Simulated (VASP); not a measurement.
# La (P6_3/mmc) in VASP: further runs, part 2 of 2

VASP 6.6.1.

## 4. Electric field gradients, r2SCAN

This run uses another cell than the first one, of 36.96 Å³/atom, 0.962 times its volume.

Input file POSCAR:

```
La
1.0
    3.7500020507      0.0000000000      0.0000000000
   -1.8750010253      3.2475970401      0.0000000000
    0.0000000000      0.0000000000      6.0700000000
La
2
Direct
    0.3333333333      0.6666666667      0.2500000000
    0.6666666667      0.3333333333      0.7500000000
```

Input file INCAR.step1:

```
SYSTEM = La
  PREC = Accurate
  ENCUT = 520
  ISMEAR = -1
  SIGMA = 0.08
  LREAL = .FALSE.
  LASPH = .TRUE.
  NELM = 100
  NBANDS = 18
  GGA = PE
  ALGO = Normal
  EDIFF = 1E-4
  LWAVE = .TRUE.
  LCHARG = .FALSE.
```

Input file INCAR.step2:

```
SYSTEM = La
  PREC = Accurate
  ENCUT = 520
  EDIFF = 1E-8
  ISMEAR = -1
  SIGMA = 0.08
  LREAL = .FALSE.
  LASPH = .TRUE.
  NELM = 100
  ALGO = Normal
  ISIF = 2
  LWAVE = .FALSE.
  LCHARG = .FALSE.
  METAGGA = R2SCAN
  LMIXTAU = .TRUE.
  LEFG = .TRUE.
  NBANDS = 18
  ISTART = 1
```

Input file KPOINTS:

```
regular mesh
0
G
  11 11 6
  0 0 0
```

Potentials or basis: VASP PAW PBE potentials, release 64 (La).

On the command line:

```bash
$ cat potpaw_PBE.64/La/POTCAR > POTCAR
$ cp INCAR.step1 INCAR
$ mpirun -np 1 vasp_std > vasp.out
$ cp INCAR.step2 INCAR
$ mpirun -np 1 vasp_std > vasp.out
```

OUTCAR:

```text
SYSTEM = La
   PREC = Accurate
   ENCUT = 520
   EDIFF = 1E-8
   ISMEAR = -1
   LREAL = .FALSE.
   LASPH = .TRUE.
   NELM = 100
   ISIF = 2
   METAGGA = R2SCAN
   ISTART = 1

 ion  position               nearest neighbor table
   1  0.333  0.667  0.250-
   2  0.667  0.333  0.750-

  LATTYP: Found a hexagonal cell.
 ALAT       =     3.7500020507
 C/A-ratio  =     1.6186657815

  Lattice vectors:

 A1 = (   3.7500020507,   0.0000000000,   0.0000000000)
 A2 = (  -1.8750010253,   3.2475970401,   0.0000000000)
 A3 = (   0.0000000000,   0.0000000000,   6.0700000000)

Analysis of symmetry for initial positions (statically):
=====================================================================
 Subroutine PRICEL returns:
 Original cell was already a primitive cell.

 Routine SETGRP: Setting up the symmetry group for a
[... 695 lines left out ...]
  energy-cutoff  :      520.00
  volume of cell :       73.92
      direct lattice vectors                 reciprocal lattice vectors
     3.750002051  0.000000000  0.000000000     0.266666521  0.153959988  0.000000000
    -1.875001025  3.247597040  0.000000000     0.000000000  0.307919975  0.000000000
     0.000000000  0.000000000  6.070000000     0.000000000  0.000000000  0.164744646

 POSITION                                       TOTAL-FORCE (eV/Angst)
 -----------------------------------------------------------------------------------
     -0.00000      2.16506      1.51750         0.000000      0.000000      0.000000
      1.87500      1.08253      4.55250        -0.000000     -0.000000      0.000000
 -----------------------------------------------------------------------------------
    total drift:                               -0.000000      0.000000     -0.000000

  FREE ENERGIE OF THE ION-ELECTRON SYSTEM (eV)
  ---------------------------------------------------
  free  energy   TOTEN  =       -59.4558493966 eV

  energy  without entropy=      -59.3789627375  energy(sigma->0) =      -59.41740607

 Electric field gradients (V/A^2)
---------------------------------------------------------------------
 ion       V_xx      V_yy      V_zz      V_xy      V_xz      V_yz
---------------------------------------------------------------------
   1      -8.502    -8.501    17.003     0.000     0.000    -0.000
   2      -8.502    -8.501    17.003     0.000    -0.000     0.000
---------------------------------------------------------------------

 Electric field gradients after diagonalization (V/A^2)
 (convention: |V_zz| > |V_xx| > |V_yy|)
----------------------------------------------------------------------
 ion       V_xx      V_yy      V_zz     asymmetry (V_yy - V_xx)/ V_zz
----------------------------------------------------------------------
   1      -8.502    -8.501    17.003       0.000
   2      -8.502    -8.501    17.003       0.000
----------------------------------------------------------------------

           NMR quadrupolar parameters

 Cq : quadrupolar parameter    Cq=e*Q*V_zz/h
 eta: asymmetry parameters     (V_yy - V_xx)/ V_zz
 Q  : nuclear electric quadrupole moment in mb (millibarn)
----------------------------------------------------------------------
 ion       Cq(MHz)       eta       Q (mb)
----------------------------------------------------------------------
   1       0.041       0.000       1.000
   2       0.041       0.000       1.000
----------------------------------------------------------------------
```

OSZICAR.step1:

```text
N       E                     dE             d eps       ncg     rms          rms(c)
DAV:   1     0.252206717819E+03    0.25221E+03   -0.81256E+03  2312   0.168E+03
DAV:   2     0.275933589945E+02   -0.22461E+03   -0.22136E+03  3240   0.301E+02
DAV:   3    -0.620946213157E+01   -0.33803E+02   -0.32706E+02  3834   0.137E+02
DAV:   4    -0.944428211663E+01   -0.32348E+01   -0.31779E+01  4562   0.382E+01
DAV:   5    -0.971062154742E+01   -0.26634E+00   -0.26509E+00  3744   0.103E+01    0.335E+00
DAV:   6    -0.974613332487E+01   -0.35512E-01   -0.52380E-01  4576   0.492E+00    0.170E+00
DAV:   7    -0.974316583534E+01    0.29675E-02   -0.56115E-02  3816   0.184E+00    0.523E-01
DAV:   8    -0.974729117809E+01   -0.41253E-02   -0.23606E-02  4552   0.119E+00    0.214E-01
DAV:   9    -0.974695931747E+01    0.33186E-03   -0.44628E-04  3720   0.164E-01    0.230E-01
DAV:  10    -0.975032068375E+01   -0.33614E-02   -0.12064E-02  4008   0.772E-01    0.984E-02
DAV:  11    -0.975039981825E+01   -0.79134E-04   -0.78288E-04  4592   0.233E-01
   1 F= -.97503998E+01 E0= -.97091927E+01  d E =-.824142E-01
```

Wall time 6.1 min (1 thread of Intel Xeon Platinum 8488C (Sapphire Rapids), shared host); peak memory 0.25 GiB.

What came out:

| Quantity | Value |
| --- | --- |
| Free energy | -59.4558 eV |
| Pressure | 0.7 GPa |
| Band gap on the k mesh | zero (band 11 reaches 9.32 eV, above the bottom of band 12 at 7.65 eV) |

Stress tensor (GPa, compression positive):
```
0.96 0.00 0.00
0.00 0.96 0.00
0.00 0.00 0.24
```

Levels at points of the mesh, in eV from the Fermi level:
| k point | band 8 | band 9 | band 10 | band 11 | band 12 | band 13 | band 14 | band 15 |
| --- | --- | --- | --- | --- | --- | --- | --- | --- |
| (0.00, 0.00, 0.00) | -16.53 | -3.31 | -1.82 | 1.31 | 1.48 | 1.48 | 1.82 | 1.93 |
| (0.00, 0.00, 0.50) | -16.65 | -1.91 | -1.91 | 0.64 | 0.64 | 1.54 | 1.54 | 1.54 |

Electric field gradients, principal values (V/Å²):
```tsv
atom	least	middle	greatest (by size)
1 La	-8.501	-8.502	17.003
2 La	-8.501	-8.502	17.003
```

Caveat: without QUAD_EFG the Cq values of the log hold for a quadrupole moment of 1 mb, not for the nuclei; the PAW data sets were made with another functional, which shifts forces and pressure a little; spin-orbit coupling is left out, which moves the levels of the heavy elements.

## 5. The runs side by side

```tsv
level	potentials or basis	cell	gap on the mesh (eV)	pressure (GPa)
LDA	VASP PAW LDA potentials, release 64 (La)	a = 3.799, b = 3.799, c = 6.150 Å, angles 90.0, 90.0, 120.0°, 2 atoms	none	-3.8
PBEsol	VASP PAW PBE potentials, release 64 (La)	a = 3.799, b = 3.799, c = 6.150 Å, angles 90.0, 90.0, 120.0°, 2 atoms	none	-2.4
r2SCAN	VASP PAW PBE potentials, release 64 (La)	a = 3.750, b = 3.750, c = 6.070 Å, angles 90.0, 90.0, 120.0°, 2 atoms	none	0.7
```

Alike in all rows: task electric field gradients; no spin polarisation; k mesh 11 × 11 × 6; cutoff (eV) 520; smearing fermi-dirac 0.08 eV.

Caveats: spin-orbit coupling is left out, which moves the levels of the heavy elements; the PAW data sets were made with another functional, which shifts forces and pressure a little (some runs).

Absolute energies hang on the potentials; compare differences alone.
